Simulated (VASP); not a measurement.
Write the native input for VASP 6.6.1 that does the following.

* Task: single point
* Functional: PBEsol
* Dispersion: D3(BJ)
* Potentials or basis: VASP PAW PBE potentials, release 64 (Al)
* Cutoff: 520 eV
* k mesh: 24 × 24 × 6
* Occupations: gaussian, width 0.1 eV
* Spin: no spin polarisation
* Dipole correction: no
* Further INCAR settings: ALGO = Fast; EDIFF = 1e-07; NBANDS = 14

The structure of Al lies in POSCAR:

```
Al
1.0
    2.7170847239      0.0000000000      0.0000000000
   -1.3585423620      2.3530643951      0.0000000000
    0.0000000000      0.0000000000      9.4142414515
Al
4
Direct
    0.0000000000      0.0000000000      0.0000000000
    0.3333333333      0.6666666667      0.2500000000
    0.0000000000      0.0000000000      0.5000000000
    0.6666666667      0.3333333333      0.7500000000
```

This isn't the form of Al at room conditions, which is fcc.

This cell differs from its parent crystal: biaxial strain in the a-b plane: -3.0 %, then relaxed in part.

These files were run (other wordings do the same):

INCAR

```
SYSTEM = Al
ALGO     = Fast           ! electronic algorithm
EDIFF    = 1E-7           ! SCF threshold, eV
ENCUT    = 520            ! plane-wave cutoff, eV
GGA      = PS             ! functional
ISIF     = 2              ! what is computed and relaxed
ISMEAR   = 0              ! smearing method
IVDW     = 12             ! dispersion correction
LASPH    = .True.         ! aspherical terms in the spheres
LCHARG   = .True.         ! write CHGCAR
LELF     = .True.         ! ELF
LREAL    = .False.        ! projectors in reciprocal space
LVHAR    = .True.       
LWAVE    = .False.        ! write WAVECAR
NBANDS   = 14             ! bands
NELM     = 100            ! most SCF steps
PREC     = Accurate       ! precision mode
SIGMA    = 0.1            ! smearing width, eV
```

KPOINTS

```
k-points
0
Gamma
  24 24 6
  0 0 0
```

Potentials or basis: VASP PAW PBE potentials, release 64 (Al).

Run with:

```bash
$ cat potpaw_PBE.64/Al/POTCAR > POTCAR
$ mpirun -np 1 vasp_std > vasp.out
```

Results of the run:

```
Pressure                   : 4.2 GPa
Band gap on the k mesh     : zero (bands 6 and 7 overlap by 4.82 eV)
Dispersion energy per atom : -0.349 eV
```

Caveat: the cell differs from its parent crystal (biaxial strain in the a-b plane: -3.0 %, then relaxed in part); the stress differs along the axes, from 0 to 6 GPa; the PAW data sets were made with another functional, which shifts forces and pressure a little.

Wall time 98 s on 1 thread of Intel(R) Xeon(R) 6975P-C (Granite Rapids) (shared host), peak memory 0.28 GiB.
